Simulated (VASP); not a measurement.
# CsHoCu (P4/mmm) in VASP: notebook

The runs below take CsHoCu through single point, with PBE.

Program: VASP 6.6.1. These are calculated values, not measurements. Logs are shortened: lines on timing, memory, paths and dates and some standing lists are left out, and cuts for length are marked.

## (1) The cell of the first run

Symmetry: P4/mmm, No. 123, tetragonal system. The conventional cell has a = 3.752 Å, b = 3.752 Å, c = 6.328 Å, α = 90.00°, β = 90.00°, γ = 90.00°. Within 4.2 Å of Cs (site symmetry 4/mmm) lie 2 Ho at 3.16 Å and 4 Cs at 3.75 Å and 8 Cu at 4.13 Å. Within 3.5 Å of Ho (site symmetry 4/mmm) lie 4 Cu at 2.65 Å and 2 Cs at 3.16 Å. Cu (site symmetry 4/mmm) has 4 Ho at 2.65 Å within 3.5 Å.

The cell was generated, and may not be a known phase.

## (2) Single point, PBE

INCAR reads:

```
PREC = Accurate
ENCUT = 600
EDIFF = 1E-6
ISMEAR = 0
SIGMA = 0.1
LREAL = False
LASPH = True
NELM = 200
ALGO = Normal
ISIF = 2
LWAVE = False
LCHARG = True
GGA = PE
LELF = True
LVHAR = True
NBANDS = 22
GGA_COMPAT = False
LMAXMIX = 6
```

KPOINTS reads:

```
regular mesh
0
Gamma
  4 4 4
```

POSCAR reads:

```
CsHoCu
1.0
    3.7519853100      0.0000000000      0.0000000000
    0.0000000000      3.7519853100      0.0000000000
    0.0000000000      0.0000000000      6.3278179400
Cs Ho Cu
1 1 1
Direct
    0.0000000000      0.0000000000      0.5000000000
    0.0000000000      0.0000000000      0.0000000000
    0.5000000000      0.5000000000      0.0000000000
```

Potentials or basis: VASP PAW PBE potentials, release 64 (Cs_sv, Ho_3, Cu), 4f in core.

The run is started by

```
> cat potpaw_PBE.64/Cs_sv/POTCAR potpaw_PBE.64/Ho_3/POTCAR potpaw_PBE.64/Cu/POTCAR > POTCAR
> mpirun -np 1 vasp_std > vasp.out
```

OUTCAR:

```text
PREC = Accurate
   ENCUT = 600
   EDIFF = 1E-6
   ISMEAR = 0
   LREAL = False
   LASPH = True
   NELM = 200
   ISIF = 2
   GGA = PE

 ion  position               nearest neighbor table
   1  0.000  0.000  0.500-   2 3.16   2 3.16
   2  0.000  0.000  0.000-   3 2.65   3 2.65   3 2.65   3 2.65   1 3.16   1 3.16
   3  0.500  0.500  0.000-   2 2.65   2 2.65   2 2.65   2 2.65

  LATTYP: Found a simple tetragonal cell.
 ALAT       =     3.7519853100
 C/A-ratio  =     1.6865252439

  Lattice vectors:

 A1 = (   3.7519853100,   0.0000000000,   0.0000000000)
 A2 = (   0.0000000000,   3.7519853100,   0.0000000000)
 A3 = (   0.0000000000,   0.0000000000,   6.3278179400)

Analysis of symmetry for initial positions (statically):
=====================================================================
 Subroutine PRICEL returns:
 Original cell was already a primitive cell.

 Routine SETGRP: Setting up the symmetry group for a
 simple tetragonal supercell.

 Subroutine GETGRP returns: Found 16 space group operations
 (whereof 16 operations were pure point group operations)
 out of a pool of 16 trial point group operations.

The static configuration has the point symmetry D_4h.

Analysis of symmetry for dynamics (positions and initial velocities):
=====================================================================
 Subroutine PRICEL returns:
 Original cell was already a primitive cell.

 Routine SETGRP: Setting up the symmetry group for a
 simple tetragonal supercell.

 Subroutine GETGRP returns: Found 16 space group operations
 (whereof 16 operations were pure point group operations)
 out of a pool of 16 trial point group operations.

The dynamic configuration has the point symmetry D_4h.

 Subroutine INISYM returns: Found 16 space group operations
 (whereof 16 operations are pure point group operations),
 and found     1 'primitive' translations

----------------------------------------------------------------------------------------

                                     Primitive cell

  volume of cell :      89.0792

  direct lattice vectors                    reciprocal lattice vectors
     3.751985310  0.000000000  0.000000000     0.266525564  0.000000000  0.000000000
     0.000000000  3.751985310  0.000000000     0.000000000  0.266525564  0.000000000
     0.000000000  0.000000000  6.327817940     0.000000000  0.000000000  0.158032360

  length of vectors
[... 76 lines left out ...]
   NELM   =    200;   NELMIN=  2; NELMDL= -5     # of ELM steps
   EDIFF  = 0.1E-05   stopping-criterion for ELM
   LREAL  =      F    real-space projection
   EDIFFG = 0.1E-04   stopping-criterion for IOM
   NSW    =      0    number of steps for IOM
   IBRION =     -1    ionic relax: 0-MD 1-quasi-New 2-CG
   NFREE  =      0    steps in history (QN), initial steepest desc. (CG)
   ISIF   =      2    stress and relaxation
   ISYM   =      2    0-nonsym 1-usesym 2-fastsym
   POTIM  = 0.5000    time-step for ionic-motion
   TEBEG  =    0.0;   TEEND  =   0.0 temperature during run
   PSTRESS=    0.0 pullay stress
   NELECT =      29.0000    total number of electrons
   NUPDOWN=      -1.0000    fix difference up-down
   EMIN   =  10.00;   EMAX   =-10.00  energy-range for DOS
   EFERMI =   0.00;   METHOD = LEGACY
   ISMEAR =     0;   SIGMA  =   0.10  broadening in eV -4-tet -1-fermi 0-gaus
   EFERMI_NEDOS =   21; number of points for ismear=-14 and -15
   IALGO  =     38    algorithm
   IMIX   =      4    mixing-type and parameters
     AMIX     =   0.40;   BMIX     =  1.00
     AMIX_MAG =   1.60;   BMIX_MAG =  1.00
  volume/ion in A,a.u.               =      29.69       200.38
  Fermi-wavevector in a.u.,A,eV,Ry     =   1.126200  2.128209 17.256621  1.268326
  Thomas-Fermi vector in A             =   2.262880
   LORBIT       =      0    0 simple, 1 ext, 2 COOP (PROOUT), +10 PAW based schemes
   GGA     = PE    functional components
   LHFCALC =     F    Hartree Fock is set to
   AEXX    =    0.0000 exact exchange contribution
   IVDW    =     0    specifies the selected vdW correction
   LEPSILON=     F    determine dielectric tensor
   LRPA    =     F    only Hartree local field effects (RPA)
 non-spin polarized calculation
 Gauss-broadening in eV      SIGMA  =   0.10
  energy-cutoff  :      600.00
  volume of cell :       89.08
 maximum number of plane-waves:      3001
 NGX is ok and might be reduce to    30
   NGX = 15   NGY = 15   NGZ = 25

 number of electron      29.0000012 magnetization

 Free energy of the ion-electron system (eV)
  ---------------------------------------------------
  ext. energy  EPLUGINS =         0.00000000
  ---------------------------------------------------
  free energy    TOTEN  =        -7.39518738 eV

  energy without entropy =       -7.38031145  energy(sigma->0) =       -7.38774942

 E-fermi :   3.9211     XC(G=0):  -9.4248

 val. band max:        3.8868809470   @ k =   0.2500   0.2500   0.2500
 cond. band min:       3.9517188066   @ k =   0.5000   0.5000   0.0000
 fundamental gap:      0.0648378597
 Fermi energy:         3.9210931940

 k-point     1 :       0.0000    0.0000    0.0000
  band No.  band energies     occupation
      1     -20.8195      2.00000
      2     -20.3890      2.00000
      3     -20.3890      2.00000
      4     -19.8368      2.00000
      5      -6.8766      2.00000
      6      -5.7713      2.00000
[... 439 lines left out ...]
     21       8.6334      0.00000
     22       8.6340      0.00000

------------------------ aborting loop because EDIFF is reached ----------------------------------------

  FORCE on cell =-STRESS in cart. coord.  units (eV):
  Direction    XX          YY          ZZ          XY          YZ          ZX
  --------------------------------------------------------------------------------------
  -------------------------------------------------------------------------------------
  Total        2.3372360      2.3372360      5.0682703      0.0000000     -0.0000000      0.0000000
  in kB       42.0375027     42.0375027     91.1578597      0.0000000     -0.0000000      0.0000000
  external PRESSURE =      58.4109550 kB  Pullay stress =       0.0000000 kB

 VOLUME and BASIS-vectors are now :
 -----------------------------------------------------------------------------
  energy-cutoff  :      600.00
  volume of cell :       89.08
      direct lattice vectors                 reciprocal lattice vectors
     3.751985310  0.000000000  0.000000000     0.266525564  0.000000000  0.000000000
     0.000000000  3.751985310  0.000000000     0.000000000  0.266525564  0.000000000
     0.000000000  0.000000000  6.327817940     0.000000000  0.000000000  0.158032360

 POSITION                                       TOTAL-FORCE (eV/Angst)
 -----------------------------------------------------------------------------------
      0.00000      0.00000      3.16391         0.000000      0.000000      0.000000
      0.00000      0.00000      0.00000         0.000000      0.000000      0.000000
      1.87599      1.87599      0.00000         0.000000      0.000000      0.000000
 -----------------------------------------------------------------------------------
    total drift:                                0.000000      0.000000      0.000000

  FREE ENERGIE OF THE ION-ELECTRON SYSTEM (eV)
  ---------------------------------------------------
  free  energy   TOTEN  =        -7.3951873793 eV

  energy  without entropy=       -7.3803114533  energy(sigma->0) =       -7.38774942
```

Wall time 27 s (1 thread of AMD EPYC 9R45 (Zen 5), shared host); peak memory 0.21 GiB.

Results:

```
Free energy            : -7.3952 eV
Pressure               : 5.8 GPa
Band gap on the k mesh : zero (an odd number of electrons rules out a gap without spin polarisation)
```

Stress tensor (GPa, compression positive):
```
4.20 0.00 0.00
0.00 4.20 0.00
0.00 0.00 9.12
```

Caveat: the k points lie up to 0.42 Å⁻¹ apart, too coarse for converged energies and pressures of a metal; spin-orbit coupling is left out, which moves the levels of the heavy elements; the 4f electrons are frozen in the core, so they carry no moment and show no levels. Spin polarisation is off, so any magnetic state and its effect on volume and gap are missing.

## (3) Single point, PBE

This run uses another cell than the first one, of 37.23 Å³/atom.

INCAR reads:

```
PREC = Accurate
ENCUT = 600
EDIFF = 1E-6
ISMEAR = 0
SIGMA = 0.1
LREAL = F
LASPH = T
NELM = 200
ALGO = Normal
ISIF = 2
LWAVE = F
LCHARG = T
GGA = PE
LELF = T
LVHAR = T
NBANDS = 22
GGA_COMPAT = F
LMAXMIX = 6
```

KPOINTS is that of step 2.

POSCAR reads:

```
CsHoCu
1.0
    3.8899518288      0.0000000000      0.0000000000
    0.0000000000      3.8899518288      0.0000000000
    0.0000000000      0.0000000000      7.3813029386
Cs Ho Cu
1 1 1
Direct
    0.0000000000      0.0000000000      0.5000000000
    0.0000000000      0.0000000000      0.0000000000
    0.5000000000      0.5000000000      0.0000000000
```

Potentials or basis: VASP PAW PBE potentials, release 64 (Cs_sv, Ho_3, Cu), 4f in core.

The run is started by

```
> cat potpaw_PBE.64/Cs_sv/POTCAR potpaw_PBE.64/Ho_3/POTCAR potpaw_PBE.64/Cu/POTCAR > POTCAR
> mpirun -np 1 vasp_std > vasp.out
```

Run time: 33 s. Hardware: 1 thread of AMD EPYC 9R45 (Zen 5), shared host; peak memory 0.24 GiB.

Results (log left out):

- Free energy: -7.8368 eV
- Pressure: 0.1 GPa
- Band gap on the k mesh: zero (an odd number of electrons rules out a gap without spin polarisation)

Levels at points of the mesh, in eV from the Fermi level:
```
           k point  band 12  band 13  band 14  band 15  band 16  band 17
(0.00, 0.00, 0.00)    -3.11    -3.09    -0.24     0.14     0.50     0.93
(0.50, 0.00, 0.00)    -2.97    -2.43    -2.06    -1.24     0.38     0.75
(0.50, 0.50, 0.00)    -3.25    -2.55     0.45     0.47     0.52     0.52
(0.00, 0.00, 0.50)    -3.11    -2.94    -1.44     1.07     1.11     1.35
(0.50, 0.00, 0.50)    -2.98    -2.26    -2.19    -0.62     0.76     1.20
(0.50, 0.50, 0.50)    -3.25    -2.48     0.00     0.45     0.45     1.20
```

Caveat: the k points lie up to 0.40 Å⁻¹ apart, too coarse for converged energies and pressures of a metal; spin-orbit coupling is left out, which moves the levels of the heavy elements; the 4f electrons are frozen in the core, so they carry no moment and show no levels. Spin polarisation is off, so any magnetic state and its effect on volume and gap are missing.

The gap in the log of VASP goes by the Fermi energy; the results here count the filled bands.